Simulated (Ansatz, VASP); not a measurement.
## Si7Ge in VASP and in Ansatz

```xyz
8
Lattice="5.4592 0.0000 0.0000 0.0000 5.4592 0.0000 0.3276 0.0000 5.4592" Properties=species:S:1:pos:R:3 pbc="T T T"
Si    1.4637    1.3564    1.3808
Si    0.1638    2.7521    2.7296
Si    2.7296    2.7520    0.0000
Si    2.8934    0.0177    2.7296
Si    4.3230    1.3564    4.0783
Si    4.1642    4.0570    1.3776
Si    1.6225    4.0570    4.0816
Ge    0.0000    0.0291    0.0000
```

Change from the starting cell: shear of c along a, cell held, atoms relaxed: +6.0 %.

Alike in both runs: functional PBEsol; k mesh 8 × 8 × 8; occupations gaussian, width 0.01 eV; no spin polarisation.

Ansatz relaxed the structure, and its values are those at the end. VASP's run is a single point on that final structure, the one shown.

|  | VASP | Ansatz |
| --- | --- | --- |
| version | VASP 6.6.1 | Ansatz 0.2.0 |
| potentials or method | VASP PAW PBE potentials, release 64 (Si, Ge_d), cutoff 520 eV | scalar-relativistic, plane waves, PAW |
| valence electrons in the cell | 42 | 42 |

```csv
,VASP,Ansatz,Ansatz less VASP
gap on the k mesh at the Fermi level (eV),none,none,-
pressure (GPa),0.0,0.0,-0.04
rms of the force components (eV/Å),0.004,0.001,-0.0028
```

VASP's potentials were made for PBE, not for PBEsol. A gap of «none» marks a metal or a gap that the smearing closes. With one functional, cell and mesh, what is left measures potentials, basis and numerics. Ansatz's warnings: stress scf threshold loose.
